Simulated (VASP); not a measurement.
# Si9O16 (a cell with a defect) in VASP: a series of runs

Si9O16 (a cell with a defect) is run at these levels: r2SCAN; tasks: single point.

Program: VASP 6.6.1. These are calculated values, not measurements. Logs are shortened: lines on timing, memory, paths and dates and some standing lists are left out, and cuts for length are marked.

## (1) The cell of the first run

The cell holds a defect, 25 atoms: a = 7.880 Å, b = 7.802 Å, c = 7.242 Å, α = 63.95°, β = 62.03°, γ = 57.89°.

## (2) Single point, r2SCAN

POSCAR

```
Si9O16
1.0
   -0.2578880000      5.2562670000      5.8652090000
    5.1448570000     -0.0755360000      5.8652090000
    4.9010550000      5.3318030000      0.0000000000
Si O
9 16
Direct
    0.0679671864      0.0541767985      0.1825721279
    0.2284030399      0.5825143546      0.2720943447
    0.1903410942      0.9553981284      0.5986874123
    0.3289798711      0.1977703265      0.1708489115
    0.6124969292      0.5254505847      0.6213738653
    0.7320191964      0.0980791002      0.7608721023
    0.6976845973      0.4128811131      0.0444823003
    0.8742759574      0.6627025203      0.6622769134
    0.3710680758      0.8627327998      0.8113267694
    0.3502795174      0.6993846974      0.6703859940
    0.2358938011      0.4558121552      0.1329399126
    0.6492768242      0.3951360859      0.8570036542
    0.1968895334      0.1994646289      0.0455123348
    0.3329702931      0.0815247402      0.4070625432
    0.9583381158      0.0260769323      0.7640358682
    0.6739196040      0.3060454748      0.5745366203
    0.5526037627      0.1013200787      0.9996281542
    0.8401897387      0.1905322697      0.1709047480
    0.7762961104      0.9197730322      0.6506347568
    0.1109956568      0.9343038372      0.4238811462
    0.7052494253      0.6810438849      0.5559215241
    0.8031297895      0.5730701038      0.9304024950
    0.4743048454      0.5084052336      0.2174930302
    0.1267264172      0.8415596234      0.1232341410
    0.1237207221      0.5432972819      0.5337461558
```

INCAR.step1

```
SYSTEM = Si9O16
ALGO = Normal ; EDIFF = 1E-4
ENCUT = 520 ; GGA = PE
ISMEAR = -1 ; LASPH = .TRUE.
LCHARG = .FALSE. ; LREAL = Auto
LWAVE = .TRUE. ; NBANDS = 84
NELM = 60 ; PREC = Accurate
SIGMA = 0.05
```

INCAR.step2

```
SYSTEM = Si9O16
ALGO = Normal ; EDIFF = 1E-7
ENCUT = 520 ; ISIF = 2
ISMEAR = -1 ; ISTART = 1
LASPH = .TRUE. ; LCHARG = .FALSE.
LMIXTAU = .TRUE. ; LREAL = Auto
LWAVE = .FALSE. ; METAGGA = R2SCAN
NBANDS = 84 ; NELM = 60
PREC = Accurate ; SIGMA = 0.05
```

KPOINTS

```
k-points
0
G
  2 2 2
  0 0 0
```

Potentials or basis: VASP PAW PBE potentials, release 64 (Si, O).

The run is started by

```console
$ cat potpaw_PBE.64/Si/POTCAR potpaw_PBE.64/O/POTCAR > POTCAR
$ cp INCAR.step1 INCAR
$ mpirun -np 1 vasp_std > vasp.out
$ cp INCAR.step2 INCAR
$ mpirun -np 1 vasp_std > vasp.out
```

OUTCAR:

```text
SYSTEM = Si9O16
   EDIFF = 1E-7
   ENCUT = 520
   ISIF = 2
   ISMEAR = -1
   ISTART = 1
   LASPH = .TRUE.
   LREAL = Auto
   METAGGA = R2SCAN
   NELM = 60
   PREC = Accurate

 ion  position               nearest neighbor table
   1  0.068  0.054  0.183-  18 1.55  13 1.61  24 1.67  20 1.68   4 2.77   9 2.98   7 2.99   2 3.05

   2  0.228  0.583  0.272-  23 1.59  25 1.63  11 1.66  24 1.75   8 2.91   4 3.01   7 3.02   1 3.05
                             9 3.14
   3  0.190  0.955  0.599-  15 1.59  14 1.63  10 1.70  20 1.75   9 2.22   4 2.87   6 2.93
   4  0.329  0.198  0.171-  14 1.55  17 1.60  13 1.66  11 1.67   1 2.77   3 2.87   2 3.01
   5  0.612  0.525  0.621-  21 1.53  12 1.63  16 1.66  10 1.73   6 2.76   9 2.80   8 2.95   7 3.09
[... 8 lines left out ...]
  12  0.649  0.395  0.857-   5 1.63   7 1.65   6 2.38
  13  0.197  0.199  0.046-   1 1.61   4 1.66
  14  0.333  0.082  0.407-   4 1.55   3 1.63
  15  0.958  0.026  0.764-   6 1.57   3 1.59
  16  0.674  0.306  0.575-   6 1.59   5 1.66
  17  0.553  0.101  1.000-   4 1.60   6 1.64
  18  0.840  0.191  0.171-   1 1.55   7 1.61
  19  0.776  0.920  0.651-   8 1.70   6 1.70
  20  0.111  0.934  0.424-   1 1.68   3 1.75
  21  0.705  0.681  0.556-   5 1.53   8 1.75   9 2.48
  22  0.803  0.573  0.930-   7 1.58   8 1.67
  23  0.474  0.508  0.217-   2 1.59   7 1.61
  24  0.127  0.842  0.123-   1 1.67   2 1.75   9 2.18
  25  0.124  0.543  0.534-   2 1.63   8 1.64

  Warning from LATTYP: Got some problem with cell dimensions!
  Tried to take original basis but could not verify dimensions!
  LATTYP: Found a triclinic cell.
 ALAT       =     7.9811923351
 B/A-ratio  =     1.4698805298
 C/A-ratio  =     0.9073996502
 COS(alpha) =     0.0102933026
 COS(beta)  =     0.4781241688
 COS(gamma) =     0.7435053402

  Lattice vectors:

 A1 = (   0.2438020000,  -5.4073390000,   5.8652090000)
 A2 = (  -0.0140860000,  -0.1510720000,  11.7304180000)
 A3 = (  -4.9010550000,  -5.3318030000,   0.0000000000)

Analysis of symmetry for initial positions (statically):
=====================================================================
 Subroutine PRICEL returns:
 Original cell was already a primitive cell.

 Routine SETGRP: Setting up the symmetry group for a
 triclinic supercell.

 Subroutine GETGRP returns: Found  1 space group operations
 (whereof  1 operations were pure point group operations)
[... 146 lines left out ...]
   LREAL  =      T    real-space projection
   EDIFFG = 0.1E-05   stopping-criterion for IOM
   NSW    =      0    number of steps for IOM
   IBRION =     -1    ionic relax: 0-MD 1-quasi-New 2-CG
   NFREE  =      0    steps in history (QN), initial steepest desc. (CG)
   ISIF   =      2    stress and relaxation
   ISYM   =      2    0-nonsym 1-usesym 2-fastsym
   POTIM  = 0.5000    time-step for ionic-motion
   TEBEG  =    0.0;   TEEND  =   0.0 temperature during run
   PSTRESS=    0.0 pullay stress
   NELECT =     132.0000    total number of electrons
   NUPDOWN=      -1.0000    fix difference up-down
   EMIN   =  10.00;   EMAX   =-10.00  energy-range for DOS
   EFERMI =   0.00;   METHOD = LEGACY
   ISMEAR =    -1;   SIGMA  =   0.05  broadening in eV -4-tet -1-fermi 0-gaus
   EFERMI_NEDOS =   21; number of points for ismear=-14 and -15
   IALGO  =     38    algorithm
   IMIX   =      4    mixing-type and parameters
     AMIX     =   0.40;   BMIX     =  1.00
     AMIX_MAG =   1.60;   BMIX_MAG =  1.00
  volume/ion in A,a.u.               =      12.89        86.98
  Fermi-wavevector in a.u.,A,eV,Ry     =   1.215853  2.297629 20.113479  1.478299
  Thomas-Fermi vector in A             =   2.351226
   LORBIT       =      0    0 simple, 1 ext, 2 COOP (PROOUT), +10 PAW based schemes
   METAGGA = R2SCAN    functional components
   LHFCALC =     F    Hartree Fock is set to
   AEXX    =    0.0000 exact exchange contribution
   IVDW    =     0    specifies the selected vdW correction
   LEPSILON=     F    determine dielectric tensor
   LRPA    =     F    only Hartree local field effects (RPA)
 non-spin polarized calculation
  energy-cutoff  :      520.00
  volume of cell :      322.22
 maximum number of plane-waves:      8688
 NGX is ok and might be reduce to    60
   NGX = 29   NGY = 29   NGZ = 27

 number of electron     132.0000000 magnetization

 Free energy of the ion-electron system (eV)
  ---------------------------------------------------
  ext. energy  EPLUGINS =         0.00000000
  ---------------------------------------------------
  free energy    TOTEN  =      -234.85552433 eV

  energy without entropy =     -234.85552414  energy(sigma->0) =     -234.85552423

 E-fermi :   5.7739     XC(G=0):  -9.6319

 val. band max:        4.9993895489   @ k =  -0.0000   0.5000   0.5000
 cond. band min:       6.5070182777   @ k =   0.0000   0.0000   0.0000
 fundamental gap:      1.5076287288
 Fermi energy:         5.7738827560

 k-point     1 :       0.0000    0.0000    0.0000
  band No.  band energies     occupation
      1     -20.0431      2.00000
      2     -19.3525      2.00000
      3     -19.1479      2.00000
      4     -18.8947      2.00000
      5     -18.6868      2.00000
      6     -18.4252      2.00000
[... 637 lines left out ...]
     77      10.7614      0.00000
     78      10.8797      0.00000
 [bands above 78 left out]

------------------------ aborting loop because EDIFF is reached ----------------------------------------

  FORCE on cell =-STRESS in cart. coord.  units (eV):
  Direction    XX          YY          ZZ          XY          YZ          ZX
  --------------------------------------------------------------------------------------
  -------------------------------------------------------------------------------------
  Total       -3.8234556      7.8451537     26.5607239     -3.4277212      3.8892358     -7.9069139
  in kB      -19.0112917     39.0083008    132.0673556    -17.0435897     19.3383695    -39.3153896
  external PRESSURE =      50.6881216 kB  Pullay stress =       0.0000000 kB

 VOLUME and BASIS-vectors are now :
 -----------------------------------------------------------------------------
  energy-cutoff  :      520.00
  volume of cell :      322.22
      direct lattice vectors                 reciprocal lattice vectors
    -0.257888000  5.256267000  5.865209000    -0.097051573  0.089210929  0.086280830
     5.144857000 -0.075536000  5.865209000     0.097051573 -0.089210929  0.084216078
     4.901055000  5.331803000  0.000000000     0.097051573  0.098342887 -0.083865390

 POSITION                                       TOTAL-FORCE (eV/Angst)
 -----------------------------------------------------------------------------------
      1.15600      1.32660      0.71640         0.217701      3.776767     -1.121925
      4.27160      2.60730      4.75620        -1.377263     -1.700532      1.510625
      7.80050      4.12040      6.72000        -0.833471     -0.962303     -0.494701
      1.77000      2.62520      3.08950        -1.535391     -3.679355      2.752289
      5.59080      6.49280      6.67430         1.011471     -0.114829     -5.728849
      4.04490      7.89710      4.86870        -1.390414      0.276874     -3.593939
[... 17 lines left out ...]
      4.90100      1.25960      5.67920        -1.145533      1.533827     -1.016232
      5.37920      3.45510      3.91220         0.457402     -1.480654     -1.030551
 -----------------------------------------------------------------------------------
    total drift:                               -0.002737      0.013316     -0.013180

  FREE ENERGIE OF THE ION-ELECTRON SYSTEM (eV)
  ---------------------------------------------------
  free  energy   TOTEN  =      -234.8555243276 eV

  energy  without entropy=     -234.8555241351  energy(sigma->0) =     -234.85552423
```

OUTCAR.step1:

```text
SYSTEM = Si9O16
   EDIFF = 1E-4
   ENCUT = 520
   GGA = PE
   ISMEAR = -1
   LASPH = .TRUE.
[... 936 lines left out ...]
      4.04490      7.89710      4.86870        -1.187166      0.269741     -3.566572
[... 17 lines left out ...]
      4.90100      1.25960      5.67920        -1.275415      1.195282     -1.093123
      5.37920      3.45510      3.91220         0.389022     -0.950476     -1.026383
 -----------------------------------------------------------------------------------
    total drift:                               -0.004409      0.009409     -0.015190

  FREE ENERGIE OF THE ION-ELECTRON SYSTEM (eV)
  ---------------------------------------------------
  free  energy   TOTEN  =      -183.3369250422 eV

  energy  without entropy=     -183.3369187073  energy(sigma->0) =     -183.33692187
```

OSZICAR.step1:

```text
N       E                     dE             d eps       ncg     rms          rms(c)
DAV:   1     0.855559991778E+03    0.85556E+03   -0.69021E+04  1344   0.145E+03
DAV:   2    -0.135136912711E+03   -0.99070E+03   -0.96174E+03  1632   0.332E+02
DAV:   3    -0.207946176687E+03   -0.72809E+02   -0.72366E+02  1600   0.959E+01
DAV:   4    -0.209163522602E+03   -0.12173E+01   -0.12132E+01  1616   0.131E+01
DAV:   5    -0.209192349172E+03   -0.28827E-01   -0.28790E-01  1608   0.189E+00    0.405E+01
DAV:   6    -0.183625960050E+03    0.25566E+02   -0.10525E+02  1528   0.350E+01    0.195E+01
DAV:   7    -0.183432702050E+03    0.19326E+00   -0.36640E+00  1712   0.730E+00    0.727E+00
DAV:   8    -0.183327239007E+03    0.10546E+00   -0.37138E-01  1624   0.273E+00    0.305E+00
DAV:   9    -0.183330641736E+03   -0.34027E-02   -0.12374E-01  1640   0.157E+00    0.559E-01
DAV:  10    -0.183333672315E+03   -0.30306E-02   -0.12966E-02  1576   0.602E-01    0.361E-01
DAV:  11    -0.183336234871E+03   -0.25626E-02   -0.58622E-03  1504   0.324E-01    0.157E-01
DAV:  12    -0.183336649495E+03   -0.41462E-03   -0.65639E-04  1664   0.158E-01    0.638E-02
DAV:  13    -0.183336905923E+03   -0.25643E-03   -0.41626E-04  1344   0.863E-02    0.294E-02
DAV:  14    -0.183336925042E+03   -0.19119E-04   -0.36432E-05  1088   0.382E-02
   1 F= -.18333693E+03 E0= -.18333692E+03  d E =-.633490E-05
```

It took 15 min on 1 thread of AMD EPYC 9R45 (Zen 5), shared host; peak memory 0.51 GiB.

What came out:

- Free energy: -234.8555 eV
- Pressure: 5.1 GPa
- Largest force: 5.972 eV/Å
- Band gap on the k mesh: 1.51 eV

Forces on the atoms (eV/Å):
```
Si   0.218  3.777 -1.122
Si  -1.377 -1.701  1.511
Si  -0.833 -0.962 -0.495
Si  -1.535 -3.679  2.752
Si   1.011 -0.115 -5.729
Si  -1.390  0.277 -3.594
Si   0.065 -0.652 -1.765
Si   4.436 -1.556  0.949
Si   1.352  1.308  0.172
O   -2.441  1.557 -0.237
O    1.226  1.067 -1.125
O    0.877  1.947  0.374
O    0.429  0.340 -1.160
O    0.295  0.018  0.570
O    1.560  0.899 -0.076
O    1.045 -3.087  2.503
O   -1.664  0.922  0.829
O    1.211 -2.593 -0.754
O   -0.505  0.527 -1.633
O   -0.739 -0.991  2.113
O   -1.342  1.442  5.637
O   -1.938 -0.158  2.196
O    0.730  1.361  0.130
O   -1.146  1.534 -1.016
O    0.457 -1.481 -1.031
```

Caveat: the k points lie up to 0.51 Å⁻¹ apart; the PAW data sets were made with another functional, which shifts forces and pressure a little.

## (3) Single point, r2SCAN

POSCAR

```
Si9O16
1.0
   -0.2578880000      5.2562670000      5.8652090000
    5.1448570000     -0.0755360000      5.8652090000
    4.9010550000      5.3318030000      0.0000000000
Si O
9 16
Direct
    0.0621354925      0.0494547339      0.2011580087
    0.2346595146      0.5906989680      0.2542828335
    0.1889046549      0.9545840085      0.5995480617
    0.3312075576      0.2068636347      0.1538710819
    0.6041014082      0.5312204533      0.6132837188
    0.7302665327      0.0903009867      0.7603141185
    0.6897837569      0.4116603690      0.0365744156
    0.8620702928      0.6728451722      0.6695957073
    0.3749746559      0.8482042624      0.8285383101
    0.3647863419      0.6876910719      0.6705294666
    0.2236921963      0.4492591000      0.1512151379
    0.6540228187      0.4129638820      0.8479448848
    0.2216238698      0.1857614425      0.0175958195
    0.3255343900      0.0873068233      0.3989080498
    0.9434849452      0.0695053847      0.7650022659
    0.6819173645      0.3214910392      0.5509289085
    0.5765801812      0.0864822945      0.9927360683
    0.8189386058      0.1950747056      0.1727511678
    0.7770929584      0.9034780153      0.6813712063
    0.1282424379      0.9161022734      0.4166362124
    0.7484898744      0.6763357371      0.5431230429
    0.8130312143      0.5630493311      0.9317713637
    0.4761546352      0.5149779911      0.2237898665
    0.0978683830      0.8281344244      0.1549066254
    0.1160886735      0.5306401984      0.5100881211
```

INCAR.step1

```
SYSTEM = Si9O16
PREC = Accurate ; ENCUT = 520
ISMEAR = -1 ; SIGMA = 0.05
LREAL = Auto ; LASPH = .TRUE.
NELM = 100 ; NBANDS = 84
GGA = PE ; ALGO = Normal
EDIFF = 1E-4 ; LWAVE = .TRUE.
LCHARG = .FALSE.
```

INCAR.step2

```
SYSTEM = Si9O16
PREC = Accurate ; ENCUT = 520
EDIFF = 1E-6 ; ISMEAR = -1
SIGMA = 0.05 ; LREAL = Auto
LASPH = .TRUE. ; NELM = 100
ALGO = Normal ; ISIF = 2
LWAVE = .FALSE. ; LCHARG = .FALSE.
METAGGA = R2SCAN ; LMIXTAU = .TRUE.
NBANDS = 84 ; ISTART = 1
```

KPOINTS

```
regular mesh
0
G
  2 2 2
  0 0 0
```

Potentials or basis: VASP PAW PBE potentials, release 64 (Si, O).

The run is started by

```console
$ cat potpaw_PBE.64/Si/POTCAR potpaw_PBE.64/O/POTCAR > POTCAR
$ cp INCAR.step1 INCAR
$ mpirun -np 1 vasp_std > vasp.out
$ cp INCAR.step2 INCAR
$ mpirun -np 1 vasp_std > vasp.out
```

It took 13 min on 1 thread of AMD EPYC 9R45 (Zen 5), shared host; peak memory 0.51 GiB.

Results (log left out):

* Free energy: -234.2729 eV
* Pressure: 3.8 GPa
* Largest force: 7.131 eV/Å
* Band gap on the k mesh: 1.79 eV

Forces in eV/Å, atoms in the order of the input:
```
Si  -1.323 -2.961 -0.524
Si   0.177  1.621 -2.438
Si   1.341 -0.185  0.483
Si  -2.672 -0.844  1.115
Si  -0.018  4.135  2.041
Si  -1.129 -0.969  2.622
Si   3.661  2.863  1.696
Si  -1.814  4.085  1.410
Si   0.983 -0.838  0.283
O    0.147 -1.654 -0.714
O   -0.743 -0.518  0.639
O   -1.672 -2.709 -1.832
O    1.634  0.949 -4.051
O   -0.364 -0.229 -0.151
O   -2.792  0.414  0.470
O   -0.006  0.092 -0.917
O    3.484  0.167 -1.729
O   -1.340  3.164  0.532
O    0.646 -1.144  1.218
O    1.851  1.023  0.886
O   -2.077 -5.356 -4.224
O   -1.488 -0.096  0.664
O   -0.459  0.183  0.201
O    0.559 -1.506  2.839
O    3.416  0.314 -0.520
```

Stress tensor (GPa, compression positive):
```
 0.45 -0.32  0.84
-0.32  6.96  0.47
 0.84  0.47  4.10
```

Levels at points of the mesh, in eV from the valence-band top:
```
           k point  band 62  band 63  band 64  band 65  band 66  band 67  band 68  band 69  band 70  band 71
(0.00, 0.00, 0.00)    -3.51    -3.42    -3.24    -3.07    -0.05     1.89     2.40     2.74     3.67     4.70
(0.50, 0.00, 0.00)    -3.62    -3.41    -3.16    -2.98    -0.08     2.09     2.40     2.92     3.69     4.67
(0.00, 0.50, 0.00)    -3.66    -3.35    -3.20    -3.00    -0.12     1.89     2.61     3.10     3.62     4.70
(0.50, 0.50, 0.00)    -3.59    -3.41    -3.27    -3.00    -0.04     1.79     2.60     2.98     3.84     4.57
(0.00, 0.00, 0.50)    -3.64    -3.43    -3.13    -3.05    -0.03     2.06     2.28     2.96     3.87     4.63
(0.50, 0.00, 0.50)    -3.56    -3.48    -3.25    -2.88    -0.10     2.13     2.52     2.81     3.90     4.54
(0.00, 0.50, 0.50)    -3.59    -3.35    -3.08    -3.00     0.00     2.09     2.38     2.99     3.93     4.70
(0.50, 0.50, 0.50)    -3.65    -3.42    -3.23    -2.92    -0.09     1.87     2.51     3.15     3.94     4.57
```

Caveat: the k points lie up to 0.51 Å⁻¹ apart; the PAW data sets were made with another functional, which shifts forces and pressure a little.

(Continued in part 2 of 2.)
